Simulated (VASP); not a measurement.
# K8Ta8HO23 (a cell with a defect) in VASP: notebook, part 2 of 2

VASP 6.6.1.

### Step 3. Single point, PBEsol

Input file INCAR:

```
SYSTEM = K8Ta8HO23
PREC = Accurate ; ENCUT = 520
EDIFF = 1E-6 ; ISMEAR = -1
SIGMA = 0.05 ; LREAL = Auto
LASPH = .TRUE. ; NELM = 60
ALGO = Normal ; ISIF = 2
LWAVE = .FALSE. ; LCHARG = .TRUE.
GGA = PS ; LELF = .TRUE.
LVHAR = .TRUE. ; NELECT = 300.0
ISYM = 0 ; NBANDS = 176
```

Input file KPOINTS:

```
Automatic mesh
0
Gamma
  1 1 1
  0.25 0.25 0.25
```

Input file POSCAR:

```
K8Ta8HO23
1.0
    7.9708780000      0.0000000000      0.0000000000
    0.0000000000      7.9708780000      0.0000000000
    0.0000000000      0.0000000000      7.9708780000
K Ta O H
8 8 23 1
Direct
    0.0004150000      0.9994940000      0.0002980000
    0.9998120000      0.9989380000      0.5013040000
    0.9989640000      0.5016630000      0.0001170000
    0.9993380000      0.5013470000      0.5000820000
    0.5021980000      0.9983470000      0.0000720000
    0.5019290000      0.9985230000      0.5001010000
    0.5009910000      0.5003160000      0.9998650000
    0.5016240000      0.5009120000      0.4988100000
    0.2518650000      0.2509890000      0.2423190000
    0.2494960000      0.2487670000      0.7574680000
    0.2501880000      0.7519720000      0.2508760000
    0.2509660000      0.7477570000      0.7492470000
    0.7528000000      0.2493430000      0.2510050000
    0.7485660000      0.2504930000      0.7493590000
    0.7502950000      0.7495060000      0.2497410000
    0.7508150000      0.7503700000      0.7499470000
    0.2507780000      0.2498860000      0.9999050000
    0.2508200000      0.7496800000      0.9998230000
    0.2508760000      0.7503400000      0.4998050000
    0.7508780000      0.2502050000      0.9998060000
    0.7507580000      0.2502750000      0.4998270000
    0.7508370000      0.7502120000      0.9997750000
    0.7508280000      0.7502450000      0.4997340000
    0.0024540000      0.2502080000      0.2544060000
    0.0028450000      0.2509860000      0.7445580000
    0.0004900000      0.7500550000      0.2496070000
    0.0009110000      0.7502040000      0.7499710000
    0.4987980000      0.2486140000      0.2551720000
    0.4992360000      0.2503150000      0.7455350000
    0.5007920000      0.7500260000      0.2493230000
    0.5012160000      0.7495170000      0.7498120000
    0.2506860000      0.0017020000      0.2542270000
    0.2523890000      0.0019410000      0.7448360000
    0.2499880000      0.4980720000      0.2552210000
    0.2507730000      0.4982990000      0.7452950000
    0.7512760000      0.9997540000      0.2494990000
    0.7508630000      0.0001710000      0.7500790000
    0.7505260000      0.5000270000      0.2494050000
    0.7508280000      0.5004630000      0.7497170000
    0.2508900000      0.2490870000      0.4998140000
```

Potentials or basis: VASP PAW PBE potentials, release 64 (K_sv, Ta_pv, O, H).

Started as:

```
cat potpaw_PBE.64/K_sv/POTCAR potpaw_PBE.64/Ta_pv/POTCAR potpaw_PBE.64/O/POTCAR potpaw_PBE.64/H/POTCAR > POTCAR
mpirun -np 1 vasp_std > vasp.out
```

It took 8 min on 1 thread of Intel Xeon Platinum 8375C at 2.90GHz (Ice Lake), shared host; peak memory 0.62 GiB.

It converged, with:

```
Free energy   : -332.1240 eV
Largest force : 0.222 eV/Å
```

Forces in eV/Å, atoms in the order of the input:
```
K   -0.028 -0.029 -0.024
K   -0.013 -0.011 -0.025
K    0.007 -0.007 -0.006
K   -0.006  0.005 -0.006
K    0.004 -0.001 -0.005
K    0.013 -0.006 -0.005
K    0.031  0.029  0.017
K    0.019  0.013  0.014
Ta  -0.006  0.008  0.110
Ta   0.027  0.001 -0.104
Ta   0.008 -0.202 -0.028
Ta   0.015  0.221  0.001
Ta  -0.205  0.015 -0.036
Ta   0.214  0.005 -0.007
Ta   0.019  0.017  0.003
Ta   0.009 -0.010 -0.008
O   -0.004  0.010 -0.005
O   -0.003  0.009  0.006
O   -0.003 -0.014  0.014
O   -0.004 -0.004  0.016
O   -0.001 -0.010  0.015
O   -0.001 -0.007 -0.006
O   -0.003 -0.004  0.003
O    0.090 -0.024  0.024
O   -0.059 -0.038  0.008
O    0.024  0.007  0.001
O    0.019  0.000  0.004
O    0.057  0.046 -0.008
O   -0.105  0.021 -0.023
O   -0.036  0.006  0.012
O   -0.043  0.002  0.011
O   -0.025  0.074  0.021
O   -0.051 -0.059  0.008
O    0.036  0.040 -0.003
O    0.022 -0.095 -0.024
O   -0.003  0.020  0.006
O   -0.007  0.024 -0.001
O    0.003 -0.034  0.008
O   -0.007 -0.031  0.016
H   -0.001  0.012  0.005
```

Levels at points of the mesh, in eV from the Fermi level:
```tsv
k point	band 146	band 147	band 148	band 149	band 150	band 151	band 152	band 153	band 154	band 155
(0.25, 0.25, 0.25)	-3.32	-3.28	-3.27	-3.21	-0.03	0.07	0.10	0.18	0.18	0.23
```

Caveat: the k points lie up to 0.79 Å⁻¹ apart; the cell carries a net charge on a neutralising background, which shifts energy and pressure; the cell is charged against a uniform background, so pressure and absolute levels hang on convention; the PAW data sets were made with another functional, which shifts forces and pressure a little; spin-orbit coupling is left out, which moves the levels of the heavy elements.

### Step 4. Single point, PBEsol, collinear spin

Input file INCAR:

```
ALGO     = Normal         # electronic algorithm
EDIFF    = 1E-6           # SCF threshold, eV
ENCUT    = 520            # plane-wave cutoff, eV
GGA      = PS             # functional
ISIF     = 2              # what is computed and relaxed
ISMEAR   = -1             # smearing method
ISPIN    = 2              # spin polarisation
ISYM     = 0            
LASPH    = True           # aspherical terms in the spheres
LCHARG   = False          # write CHGCAR
LMAXMIX  = 4              # l up to which the mixer works
LORBIT   = 11             # projections on sites
LREAL    = Auto         
LWAVE    = False          # write WAVECAR
MAGMOM   = 0 0 0 0 0 0 0 0 0.333 0.333 0 0 0 0 0 0 0 0 0 0 0 0 0 0 0 0 0 0 0 0 0 0 0 0 0 0 0 0 0 0.333 # initial moments
NBANDS   = 180            # bands
NELM     = 150            # most SCF steps
PREC     = Accurate       # precision mode
SIGMA    = 0.05           # smearing width, eV
```

KPOINTS is that of step 3.

Input file POSCAR:

```
K8Ta8HO23
1.0
    7.9708780000      0.0000000000      0.0000000000
    0.0000000000      7.9708780000      0.0000000000
    0.0000000000      0.0000000000      7.9708780000
K Ta O H
8 8 23 1
Direct
    0.9997090000      0.9988750000      0.0000270000
    0.9997080000      0.9989010000      0.5002900000
    0.9984670000      0.5022520000      0.9999160000
    0.9989900000      0.5017470000      0.4999240000
    0.5031240000      0.9976150000      0.9998730000
    0.5026130000      0.9981240000      0.4998710000
    0.5018890000      0.5010120000      0.9997700000
    0.5018620000      0.5010250000      0.4995150000
    0.2520080000      0.2512330000      0.2421540000
    0.2494800000      0.2486940000      0.7576850000
    0.2503160000      0.7520220000      0.2508840000
    0.2512500000      0.7478920000      0.7489580000
    0.7527830000      0.2493520000      0.2508700000
    0.7487490000      0.2503650000      0.7489440000
    0.7504200000      0.7494370000      0.2499140000
    0.7511500000      0.7502750000      0.7499660000
    0.2509280000      0.2497530000      0.9999290000
    0.2508770000      0.7502360000      0.9998840000
    0.2507160000      0.7497610000      0.4998820000
    0.7506990000      0.2498310000      0.9998940000
    0.7508750000      0.2501370000      0.4998930000
    0.7507030000      0.7501220000      0.9998350000
    0.7508520000      0.7498170000      0.4998350000
    0.0026530000      0.2498470000      0.2547320000
    0.0032830000      0.2514780000      0.7443580000
    0.0004960000      0.7499830000      0.2495810000
    0.0010960000      0.7504840000      0.7502280000
    0.4982610000      0.2485950000      0.2557530000
    0.4988980000      0.2501380000      0.7448810000
    0.5004900000      0.7494980000      0.2495670000
    0.5010940000      0.7500270000      0.7499390000
    0.2505560000      0.0019220000      0.2550720000
    0.2522960000      0.0024870000      0.7439510000
    0.2493000000      0.4975260000      0.2554090000
    0.2510320000      0.4981040000      0.7452600000
    0.7507970000      0.9996960000      0.2497890000
    0.7513010000      0.0002790000      0.7500000000
    0.7503420000      0.4997010000      0.2493820000
    0.7507970000      0.5002900000      0.7502040000
    0.2501400000      0.2504880000      0.4999470000
```

Started as:

```
cat potpaw_PBE.64/K_sv/POTCAR potpaw_PBE.64/Ta_pv/POTCAR potpaw_PBE.64/O/POTCAR potpaw_PBE.64/H/POTCAR > POTCAR
mpirun -np 1 vasp_std > vasp.out
```

Wall time 43 min (1 thread of AMD EPYC 7R13, shared host); peak memory 0.93 GiB.

Results (log left out):

| Quantity | Value |
| --- | --- |
| Free energy | -336.6968 eV |
| Pressure | 1.0 GPa |
| Largest force | 0.163 eV/Å |
| Band gap on the k mesh | 0.06 eV |
| Net moment | 0.70 μB per cell |
| Site moments | K +0.00; Ta +0.14, +0.06, +0.01; O -0.01, -0.00, +0.00; H -0.00 μB |
| Valence electrons inside the program's atomic spheres | K 7.59, 7.60; Ta 8.86, 8.80; O 5.08, 5.05, 5.06; H 0.56 |

Forces on the atoms (eV/Å):
```
K   -0.027 -0.026 -0.017
K   -0.014 -0.014  0.004
K    0.003 -0.004  0.000
K    0.001 -0.001 -0.002
K   -0.009  0.007  0.001
K    0.001 -0.005  0.001
K    0.027  0.029  0.018
K    0.016  0.017 -0.006
Ta  -0.007 -0.002  0.093
Ta   0.018  0.000 -0.091
Ta   0.003 -0.155 -0.017
Ta   0.001  0.162  0.012
Ta  -0.152  0.008 -0.016
Ta   0.148  0.002  0.014
Ta   0.002  0.004 -0.002
Ta   0.001  0.003 -0.004
O   -0.004  0.003 -0.002
O   -0.002 -0.004  0.000
O    0.001  0.002  0.001
O   -0.002  0.002  0.000
O   -0.001 -0.002 -0.001
O    0.001 -0.002  0.004
O   -0.001  0.002  0.002
O    0.072 -0.023  0.015
O   -0.028 -0.055  0.009
O    0.028  0.006  0.001
O    0.024 -0.013 -0.004
O    0.027  0.050 -0.012
O   -0.074  0.023 -0.015
O   -0.026  0.012  0.006
O   -0.031 -0.007  0.005
O   -0.018  0.069  0.013
O   -0.055 -0.025  0.014
O    0.053  0.026 -0.009
O    0.021 -0.074 -0.018
O    0.004  0.027 -0.002
O   -0.013  0.025 -0.001
O    0.008 -0.029  0.007
O   -0.005 -0.033  0.000
H    0.009 -0.005 -0.001
```

Stress tensor (GPa, compression positive):
```
 0.67 -0.01  0.01
-0.01  0.67  0.01
 0.01  0.01  1.63
```

Levels at points of the mesh, in eV from the valence-band top:
Spin up:
| k point | band 148 | band 149 | band 150 | band 151 | band 152 | band 153 |
| --- | --- | --- | --- | --- | --- | --- |
| (0.25, 0.25, 0.25) | -3.09 | -3.02 | -0.02 | 0.07 | 0.18 | 0.26 |
Spin down:
```
           k point  band 147  band 148  band 149  band 150  band 151  band 152
(0.25, 0.25, 0.25)     -3.09     -3.09     -3.02      0.10      0.20      0.22
```

Caveat: the k points lie up to 0.79 Å⁻¹ apart; the PAW data sets were made with another functional, which shifts forces and pressure a little; spin-orbit coupling is left out, which moves the levels of the heavy elements.
